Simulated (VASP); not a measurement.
Input of a VASP 6.6.1 run:

The input POSCAR:

```
AlRu
1.0
    3.0719703032      0.0000000000      0.0000000000
    0.0000000000      2.9553511651      0.0000000000
    0.0000000000      0.0000000000      2.9553511651
Al Ru
1 1
Direct
    0.0000000000      0.0000000000      0.0000000000
    0.5000000000      0.5000000000      0.5000000000
```

File INCAR.step1:

```
  PREC = Accurate
  ENCUT = 520
  ISMEAR = 0
  SIGMA = 0.1
  LREAL = F
  LASPH = T
  NELM = 80
  NBANDS = 16
  GGA = PE
  ALGO = Normal
  EDIFF = 1E-4
  LWAVE = T
  LCHARG = F
```

File INCAR.step2:

```
  PREC = Accurate
  ENCUT = 520
  EDIFF = 1E-6
  ISMEAR = 0
  SIGMA = 0.1
  LREAL = F
  LASPH = T
  NELM = 80
  ALGO = Normal
  ISIF = 2
  LWAVE = F
  LCHARG = T
  METAGGA = R2SCAN
  LMIXTAU = T
  LELF = T
  LVHAR = T
  NBANDS = 16
  ISTART = 1
```

KPOINTS

```
regular mesh
0
Gamma
  18 18 18
```

Potentials or basis: VASP PAW PBE potentials, release 64 (Al, Ru_pv).

Command:

```console
$ cat potpaw_PBE.64/Al/POTCAR potpaw_PBE.64/Ru_pv/POTCAR > POTCAR
$ cp INCAR.step1 INCAR
$ mpirun -np 1 vasp_std > vasp.out
$ cp INCAR.step2 INCAR
$ mpirun -np 1 vasp_std > vasp.out
```

(1) Estimate the band gap on the k mesh.

(2) What does it give for the pressure?

Answers

(1) zero (an odd number of electrons rules out a gap without spin polarisation).

(2) -2.2 GPa.

Caveat: the cell differs from its parent crystal (uniaxial strain along a: +3.0 %, then relaxed in part); the PAW data sets were made with another functional, which shifts forces and pressure a little.
